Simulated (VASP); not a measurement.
Input of a VASP 6.6.1 run:

File INCAR:

```
SYSTEM = Zn
ALGO     = Normal         ! electronic algorithm
EDIFF    = 1E-6           ! SCF threshold, eV
ENCUT    = 520            ! plane-wave cutoff, eV
GGA      = PE             ! functional
ISIF     = 2              ! what is computed and relaxed
ISMEAR   = -1             ! smearing method
LASPH    = .True.         ! aspherical terms in the spheres
LCHARG   = .False.        ! write CHGCAR
LREAL    = .False.        ! projectors in reciprocal space
LWAVE    = .False.        ! write WAVECAR
NBANDS   = 19             ! bands
NELM     = 100            ! most SCF steps
PREC     = Accurate       ! precision mode
SIGMA    = 0.1            ! smearing width, eV
```

The input KPOINTS:

```
k-points
0
Gamma
  19 19 10
  0 0 0
```

The input POSCAR:

```
Zn
1.0
    2.3672304724      0.0000000000      0.0000000000
   -1.1836152362      2.0500817257      0.0000000000
    0.0000000000      0.0000000000      3.8122023538
Zn
2
Direct
    0.3333333333      0.6666666667      0.2500000000
    0.6666666667      0.3333333333      0.7500000000
```

Potentials or basis: VASP PAW PBE potentials, release 64 (Zn).

Launch:

```sh
$ cat potpaw_PBE.64/Zn/POTCAR > POTCAR
$ mpirun -np 1 vasp_std > vasp.out
```

**Question.** What does it give for the pressure?

**Answer.** 122.1 GPa.

**Question.** Predict the band gap on the k mesh.

**Answer.** Zero (band 12 reaches 9.74 eV, above the bottom of band 13 at 7.56 eV).
